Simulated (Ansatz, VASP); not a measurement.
Two plane-wave programs on PbS

```
Pb S
1.0
     4.37263    0.00000    0.00000
    -2.18631    3.78681    0.00000
     0.00000    0.00000    5.26276
Pb S
2 2
Direct
  0.33333 0.66667 0.25000
  0.66667 0.33333 0.75000
  0.66667 0.33333 0.25000
  0.33333 0.66667 0.75000
```

Alike in both runs: task relaxation of cell and atoms; functional PBE; k mesh 6 × 6 × 4; occupations gaussian, width 0.1 eV; no spin polarisation.

|  | VASP | Ansatz |
| --- | --- | --- |
| version | VASP 6.6.1 | Ansatz 0.2.0 |
| potentials or method | VASP PAW PBE potentials, release 64 (Pb_d, S), cutoff 600 eV | scalar-relativistic, plane waves, PAW |
| valence electrons in the cell | 40 | 40 |

|  | VASP | Ansatz | Ansatz less VASP |
| --- | --- | --- | --- |
| gap on the k mesh at the Fermi level, each at its own relaxed structure (eV) | 1.44 | 1.43 | -0.008 |
| relaxed volume (Å³/atom) | 32.97 | 32.72 | -0.251 |
| relaxed cell length with the largest relative difference (Å) | 6.049 | 6.021 | -0.0284 |

Neither program's run includes spin-orbit coupling. Noted on VASP's run: the volume moved by over 15 % at a fixed basis, so the end points are rough.
